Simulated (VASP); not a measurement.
# AlN (I-4m2) in VASP: G0W0 quasiparticle levels with PBE

Aim: the G0W0 quasiparticle levels of AlN with PBE.

Everything below comes from runs of VASP 6.6.1. Logs are shortened: lines on timing, memory, paths and dates and some standing lists are left out, and cuts for length are marked.

## (1) The cell of the first run

It takes space group I-4m2 (No. 119, tetragonal). Conventional cell: a = 3.090 Å, b = 3.090 Å, c = 4.479 Å, α = 90.00°, β = 90.00°, γ = 90.00°. Within 2.5 Å of Al (site symmetry -4m2) lie 4 N at 1.91 Å. Within 2.5 Å of N (site symmetry -4m2) lie 4 Al at 1.91 Å.

## (2) G0W0 quasiparticle levels, PBE

File POSCAR:

```
AlN
1.0
    0.0000000000      2.1848764128      2.1848764128
    2.2394983231      0.0000000000      2.1848764128
    2.2394983231      2.1848764128      0.0000000000
Al N
1 1
Direct
    0.0000000000      0.0000000000      0.0000000000
    0.2500000000      0.2500000000      0.2500000000
```

File INCAR.step1:

```
SYSTEM = AlN
PREC = Accurate
ENCUT = 500
EDIFF = 1E-8
ISMEAR = 0
SIGMA = 0.01
LREAL = .FALSE.
LASPH = .TRUE.
NELM = 100
ALGO = Normal
LWAVE = .TRUE.
LCHARG = .FALSE.
GGA = PE
```

File INCAR.step2:

```
SYSTEM = AlN
PREC = Accurate
ENCUT = 500
EDIFF = 1E-8
ISMEAR = 0
SIGMA = 0.01
LREAL = .FALSE.
LASPH = .TRUE.
NELM = 1
ALGO = Exact
LWAVE = .TRUE.
LCHARG = .FALSE.
GGA = PE
NBANDS = 93
LOPTICS = .TRUE.
ISTART = 1
```

File INCAR.step3:

```
SYSTEM = AlN
PREC = Accurate
ENCUT = 500
EDIFF = 1E-8
ISMEAR = 0
SIGMA = 0.01
LREAL = .FALSE.
LASPH = .TRUE.
ALGO = EVGW0
LWAVE = .FALSE.
LCHARG = .FALSE.
GGA = PE
NELMGW = 1
NBANDS = 93
ENCUTGW = 150.0
NOMEGA = 96
PRECFOCK = Fast
ISTART = 1
NBANDSGW = 12
OMEGAMAX = 20
```

File KPOINTS:

```
regular mesh
0
G
  6 6 6
  0 0 0
```

Potentials or basis: VASP PAW PBE potentials, release 64 (Al_GW, N_GW).

Started as:

```console
cat potpaw_PBE.64/Al_GW/POTCAR potpaw_PBE.64/N_GW/POTCAR > POTCAR
cp INCAR.step1 INCAR
mpirun -np 1 vasp_std > vasp.out
cp INCAR.step2 INCAR
mpirun -np 1 vasp_std > vasp.out
cp INCAR.step3 INCAR
mpirun -np 1 vasp_std > vasp.out
```

OUTCAR:

```text
SYSTEM = AlN
   PREC = Accurate
   ENCUT = 500
   EDIFF = 1E-8
   ISMEAR = 0
   LREAL = .FALSE.
   LASPH = .TRUE.
   GGA = PE
   NELMGW = 1
   ENCUTGW = 150.0
   PRECFOCK = Fast
   ISTART = 1

 ion  position               nearest neighbor table
   1  0.000  0.000  0.000-   2 1.91   2 1.91   2 1.91   2 1.91
   2  0.250  0.250  0.250-   1 1.91   1 1.91   1 1.91   1 1.91

  LATTYP: Found a body centered tetragonal cell.
 ALAT       =     3.0898818551
 C/A-ratio  =     1.4495689014

  Lattice vectors:

 A1 = (   2.2394983231,   0.0000000000,   2.1848764128)
 A2 = (   2.2394983231,   0.0000000000,  -2.1848764128)
 A3 = (  -2.2394983231,   2.1848764128,   0.0000000000)

Analysis of symmetry for initial positions (statically):
=====================================================================
 Subroutine PRICEL returns:
 Original cell was already a primitive cell.

 Routine SETGRP: Setting up the symmetry group for a
 body centered tetragonal supercell.

 Subroutine GETGRP returns: Found  8 space group operations
 (whereof  8 operations were pure point group operations)
 out of a pool of 16 trial point group operations.

The static configuration has the point symmetry D_2d.

Analysis of symmetry for dynamics (positions and initial velocities):
=====================================================================
 Subroutine PRICEL returns:
 Original cell was already a primitive cell.

 Routine SETGRP: Setting up the symmetry group for a
 body centered tetragonal supercell.

 Subroutine GETGRP returns: Found  8 space group operations
 (whereof  8 operations were pure point group operations)
 out of a pool of 16 trial point group operations.

The dynamic configuration has the point symmetry D_2d.

 Subroutine INISYM returns: Found  8 space group operations
 (whereof  8 operations are pure point group operations),
 and found     1 'primitive' translations

----------------------------------------------------------------------------------------

                                     Primitive cell

  volume of cell :      21.3813

  direct lattice vectors                    reciprocal lattice vectors
     0.000000000  2.184876413  2.184876413    -0.223264289  0.228845896  0.228845896
     2.239498323  0.000000000  2.184876413     0.223264289 -0.228845896  0.228845896
     2.239498323  2.184876413  0.000000000     0.223264289  0.228845896 -0.228845896

  length of vectors
     3.089881855  3.128743786  3.128743786     0.393176590  0.393176590  0.393176590

  position of ions in fractional coordinates (direct lattice)
     0.000000000  0.000000000  0.000000000
     0.250000000  0.250000000  0.250000000

  ion indices of the primitive-cell ions
   primitive index   ion index
                 1           1
                 2           2

----------------------------------------------------------------------------------------

 KPOINTS: regular mesh

Automatic generation of k-mesh.
 Grid dimensions read from file:
 generate k-points for:    6    6    6

 Generating k-lattice:

  Cartesian coordinates                     Fractional coordinates (reciprocal lattice)
    -0.037210715  0.038140983  0.038140983     0.166666667  0.000000000  0.000000000
     0.037210715 -0.038140983  0.038140983     0.000000000  0.166666667  0.000000000
     0.037210715  0.038140983 -0.038140983     0.000000000  0.000000000  0.166666667

  Length of vectors
     0.065529432  0.065529432  0.065529432

  Shift w.r.t. Gamma in fractional coordinates (k-lattice)
     0.000000000  0.000000000  0.000000000

 Subroutine IBZKPT returns following result:
 ===========================================

 Found     30 irreducible k-points:

 Following reciprocal coordinates:
            Coordinates               Weight
  0.000000  0.000000  0.000000      1.000000
  0.166667  0.000000  0.000000      8.000000
  0.333333  0.000000  0.000000      8.000000
  0.500000  0.000000  0.000000      4.000000
  0.166667  0.166667  0.000000      4.000000
  0.333333  0.166667  0.000000     16.000000
[... 16 lines left out ...]
 -0.333333  0.500000  0.166667      4.000000
  0.333333 -0.333333  0.166667      8.000000
 [... further k-points ...]
   k-points           NKPTS =     30   k-points in BZ     NKDIM =    216   number of bands    NBANDS=     93
   number of dos      NEDOS =    301   number of ions     NIONS =      2
   total plane-waves  NPLWV =  13824
   dimension x,y,z NGX =    24 NGY =   24 NGZ =   24
   dimension x,y,z NGXF=    48 NGYF=   48 NGZF=   48
   ions per type =               1   1
   NGX,Y,Z   is equivalent  to a cutoff of  12.91, 12.75, 12.75 a.u.
   NGXF,Y,Z  is equivalent  to a cutoff of  25.83, 25.50, 25.50 a.u.
 SYSTEM =  AlN
   PREC   = accura    normal or accurate (medium, high low for compatibility)
   ISTART =      1    job   : 0-new  1-cont  2-samecut
   ICHARG =      0    charge: 1-file 2-atom 10-const
   ISPIN  =      1    spin polarized calculation?
   LNONCOLLINEAR =      F non collinear calculations
   LSORBIT =      F    spin-orbit coupling
   LASPH  =      T    aspherical Exc in radial PAW
   ENCUT  =  500.0 eV  36.75 Ry    6.06 a.u.   5.63  5.70  5.70*2*pi/ulx,y,z
   NELM   =     60;   NELMIN=  2; NELMDL=  0     # of ELM steps
   EDIFF  = 0.1E-07   stopping-criterion for ELM
   LREAL  =      F    real-space projection
   EDIFFG = 0.1E-06   stopping-criterion for IOM
   NSW    =      0    number of steps for IOM
   IBRION =     -1    ionic relax: 0-MD 1-quasi-New 2-CG
   NFREE  =      0    steps in history (QN), initial steepest desc. (CG)
   ISIF   =      0    stress and relaxation
   ISYM   =      3    0-nonsym 1-usesym 2-fastsym
   POTIM  = 0.5000    time-step for ionic-motion
   TEBEG  =    0.0;   TEEND  =   0.0 temperature during run
   PSTRESS=    0.0 pullay stress
   NELECT =       8.0000    total number of electrons
   NUPDOWN=      -1.0000    fix difference up-down
   EMIN   =  10.00;   EMAX   =-10.00  energy-range for DOS
   EFERMI =   0.00;   METHOD = LEGACY
   ISMEAR =     0;   SIGMA  =   0.01  broadening in eV -4-tet -1-fermi 0-gaus
   EFERMI_NEDOS =   21; number of points for ismear=-14 and -15
   IALGO  =     38    algorithm
   IMIX   =      4    mixing-type and parameters
     AMIX     =   0.40;   BMIX     =  1.00
     AMIX_MAG =   1.60;   BMIX_MAG =  1.00
  volume/ion in A,a.u.               =      10.69        72.14
  Fermi-wavevector in a.u.,A,eV,Ry     =   1.179669  2.229250 18.934110  1.391618
  Thomas-Fermi vector in A             =   2.315975
   LORBIT       =      0    0 simple, 1 ext, 2 COOP (PROOUT), +10 PAW based schemes
   GGA     = PE    functional components
   LHFCALC =     T    Hartree Fock is set to
   PRECFOCK=fast      Normal, Fast or Accurate (Low or Medium for compatibility)
   ENCUT4O =  -1.0   cutoff for four orbital integrals eV
   NKREDX  =     1    reduce k-point grid by
   NKREDY  =     1    reduce k-point grid by
   NKREDZ  =     1    reduce k-point grid by
   AEXX    =    1.0000 exact exchange contribution
   HFSCREEN=    0.0000 screening length (either q_TF or 0.3 A-1)
   HFSCREENC=   0.0000 screening length for correlation (either q_TF or 0.3 A-1)
   ENCUTFOCK=  -1.0 apply spherical cutoff to Coloumb kernel
   IVDW    =     0    specifies the selected vdW correction
   LEPSILON=     F    determine dielectric tensor
   LRPA    =     F    only Hartree local field effects (RPA)
   LRPAFORCE           =     F    calculate RPA forces
   ENCUTGW             = 150.0    cutoff for response function in eV
   ENCUTGWSOFT         = 120.0    soft cutoff for Coulomb kernel in GW response function in eV
   ENCUTLF             =  -1.0    cutoff for local field effects
   NELMGW              =     1    number of iterations in solving QP/BSE equation
   NELMHF              =     1    number of iterations in the inner HF iteration
   NKREDLFX            =     1    NKREDLFY  =   1   NKREDLFZ  =   1
 non-spin polarized calculation
 Gauss-broadening in eV      SIGMA  =   0.01
  energy-cutoff  :      500.00
  volume of cell :       21.38
 maximum number of plane-waves:       552
 NGX is ok and might be reduce to    24
  NGX = 14; NGY = 14; NGZ = 14
   NGX = 11   NGY = 11   NGZ = 11
 maximum number of plane-waves:        96
 NGX is ok and might be reduce to    14

 QP shifts <psi_nk| G(iteration)W_0 |psi_nk>: iteration 1
 for sc-GW calculations column KS-energies equals QP-energies in previous step
 and V_xc(KS)=  KS-energies - (<T + V_ion + V_H > + <T+V_H+V_ion>^1  + <V_x>^1)

 k-point   1 :       0.0000    0.0000    0.0000
  band No.  KS-energies  QP-energies   sigma(KS)   V_xc(KS)     V^pw_x(r,r')   Z            occupation Imag(sigma)

      1     -10.1028     -11.5562     -16.7674     -14.7706     -24.6982       0.7278       2.0000       1.1918
      2       4.6639       3.8125     -17.7818     -16.6842     -20.6592       0.7757       2.0000       0.0350
      3       4.7715       3.9283     -17.7827     -16.6948     -20.6640       0.7750       2.0000       0.0352
      4       4.7715       3.9283     -17.7827     -16.6948     -20.6640       0.7750       2.0000       0.0352
      5       8.6961       9.4034     -11.5388     -12.4135      -7.8474       0.8087       0.0000      -0.0492
      6      17.0219      17.9500      -9.0148     -10.1771      -3.9853       0.7985       0.0000      -0.0916
      7      17.0219      17.9500      -9.0148     -10.1771      -3.9853       0.7985       0.0000      -0.0916
      8      17.0485      17.9781      -9.0473     -10.2101      -4.0146       0.7994       0.0000      -0.0915
      9      21.7746      22.6892      -9.1599     -10.3215      -3.6746       0.7874       0.0000      -0.2292
     10      22.5997      23.5306      -9.1802     -10.3609      -3.5925       0.7884       0.0000      -0.2647
     11      22.9757      23.4089      -8.8757      -9.4353      -2.5449       0.7741       0.0000      -0.6029
     12      23.8575      24.3106      -9.0460      -9.6384      -2.5786       0.7649       0.0000      -0.6804

 k-point   2 :       0.1667    0.0000    0.0000
  band No.  KS-energies  QP-energies   sigma(KS)   V_xc(KS)     V^pw_x(r,r')   Z            occupation Imag(sigma)
[... 353 lines left out ...]
      1      -7.6316      -8.9477     -18.4703     -16.6641     -26.0522       0.7286       2.0000       0.8691
      2       0.2002      -1.0047     -14.7501     -13.1033     -18.4795       0.7316       2.0000       0.0930
      3       1.8877       0.7528     -15.8466     -14.3414     -19.2466       0.7540       2.0000       0.0616
      4       3.0998       2.0599     -16.4024     -15.0429     -19.4695       0.7650       2.0000       0.0442
      5      11.0397      11.7392     -10.2900     -11.1624      -6.0951       0.8018       0.0000      -0.0601
      6      14.3663      15.2384     -10.1686     -11.2660      -5.3976       0.7947       0.0000      -0.0773
      7      16.5204      17.6268     -11.3668     -12.7917      -6.1572       0.7765       0.0000      -0.1126
      8      17.5056      18.4935     -10.5213     -11.7945      -5.0181       0.7759       0.0000      -0.1679
      9      21.0816      21.9579      -9.4767     -10.6254      -3.3745       0.7629       0.0000      -0.2949
     10      23.0959      23.8636      -9.5723     -10.5656      -3.3501       0.7730       0.0000      -0.4272
     11      28.4513      29.4369      -9.9293     -11.2027      -3.1045       0.7741       0.0000      -0.8783
     12      29.7392      30.8574     -10.0240     -11.4383      -3.4461       0.7906       0.0000      -0.8946

 [... further k-points ...]
```

Run time: 7.7 min. Hardware: 1 thread of Intel Xeon Platinum 8259CL at 2.50GHz (Skylake/Cascade Lake), shared host; peak memory 0.46 GiB.

What came out:

* Quasiparticle gap: 4.51 eV
* Least direct quasiparticle gap: 5.48 eV
* Band gap of the starting levels on the mesh: 3.23 eV
* Least direct gap of the starting levels on the mesh: 3.92 eV

Caveat: the k points lie up to 0.41 Å⁻¹ apart; bands, screening cutoff and mesh are small and nothing is extrapolated, so the quasiparticle values aren't converged; the structure was generated, so it needn't be the stable form of AlN.
